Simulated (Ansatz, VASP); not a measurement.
**Two plane-wave programs on WSe2**

```
W Se
1.0
     3.31794    0.00000    0.00000
    -1.65897    2.87342    0.00000
     0.00000    0.00000   16.65814
W Se
1 2
Direct
  0.00000 0.00000 0.00000
  0.33333 0.66667 0.09979
  0.38009 0.63573 0.89962
```

Change from the starting cell: one atom moved.

Alike in both runs: task single point; functional PBE; k mesh 9 × 9 × 2; occupations gaussian, width 0.02 eV; no spin polarisation.

```csv
,VASP,Ansatz
version,VASP 6.6.1,Ansatz 0.2.0
potentials or method,"VASP PAW PBE potentials, release 64 (W_sv, Se), cutoff 500 eV","scalar-relativistic, plane waves, PAW"
valence electrons in the cell,26,46
```

|  | VASP | Ansatz | Ansatz less VASP |
| --- | --- | --- | --- |
| gap on the k mesh at the Fermi level (eV) | 1.50 | 1.50 | +0.003 |
| least direct gap on the mesh (eV) | 1.50 | 1.50 | +0.003 |
| rms of the force components (eV/Å) | 0.864 | 0.856 | -0.0083 |

Atom by atom the forces differ by 0.022 eV/Å (rms over components). The functional is the same, so the differences come from potentials, cutoffs and numerics. VASP's potentials hold 26 valence electrons a cell and Ansatz's 46, so a difference there can come from the potentials and not from the codes.

Spin-orbit coupling is off throughout.
